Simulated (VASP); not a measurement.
Wanted: the native input for a VASP 6.6.1 run.

| Quantity | Value |
| --- | --- |
| Task | relaxation of cell and atoms |
| Functional | PBE |
| Potentials or basis | VASP PAW PBE potentials, release 64 (Ru_pv) |
| Cutoff | 600 eV |
| k mesh | 18 × 18 × 10 |
| Occupations | fermi-dirac, width 0.15 eV |
| Spin | no spin polarisation |
| Dipole correction | no |
| Further INCAR settings | ALGO = Fast; EDIFF = 1e-06; IBRION = 2; EDIFFG = -0.001; NSW = 80; ISIF = 3 |

The structure of Ru lies in POSCAR:

```
Ru
1.0
    2.7199297361      0.0000000000      0.0000000000
   -1.3599648680      2.3555282480      0.0000000000
    0.0000000000      0.0000000000      4.2965183353
Ru
2
Direct
    0.3333333333      0.6666666667      0.2500000000
    0.6666666667      0.3333333333      0.7500000000
```

The input as run:

INCAR

```
PREC     = Accurate       # precision mode
ENCUT    = 600            # plane-wave cutoff, eV
EDIFF    = 1E-6           # SCF threshold, eV
ISMEAR   = -1             # smearing method
SIGMA    = 0.15           # smearing width, eV
LREAL    = F              # projectors in reciprocal space
LASPH    = T              # aspherical terms in the spheres
NELM     = 60             # most SCF steps
ALGO     = Fast           # electronic algorithm
ISIF     = 3              # what is computed and relaxed
LWAVE    = F              # write WAVECAR
LCHARG   = F              # write CHGCAR
GGA      = PE             # functional
IBRION   = 2              # ionic algorithm
NSW      = 80             # ionic steps
EDIFFG   = -0.001         # ionic threshold
```

KPOINTS

```
Automatic mesh
0
Gamma
  18 18 10
```

Potentials or basis: VASP PAW PBE potentials, release 64 (Ru_pv).

Launch:

```bash
$ cat potpaw_PBE.64/Ru_pv/POTCAR > POTCAR
$ mpirun -np 1 vasp_std > vasp.out
```

It gave:

| Quantity | Value |
| --- | --- |
| Relaxed volume | 13.78 Å³/atom |
| Relaxed cell | a = 2.722 Å, b = 2.722 Å, c = 4.297 Å, α = 90.00°, β = 90.00°, γ = 120.00° |
| Space group after relaxing (to 0.1 Å) | P6_3/mmc (No. 194) |
| Energy gained by relaxing | 0.0 meV/atom |
| Ionic steps | 17 |
| Pressure after relaxing | 0.0 GPa |
| Band gap on the k mesh | zero (bands 14 and 15 overlap by 3.06 eV) |

Wall time 7.5 min on 1 thread of Intel Xeon 8259CL, with other jobs on the host, peak memory 0.22 GiB.
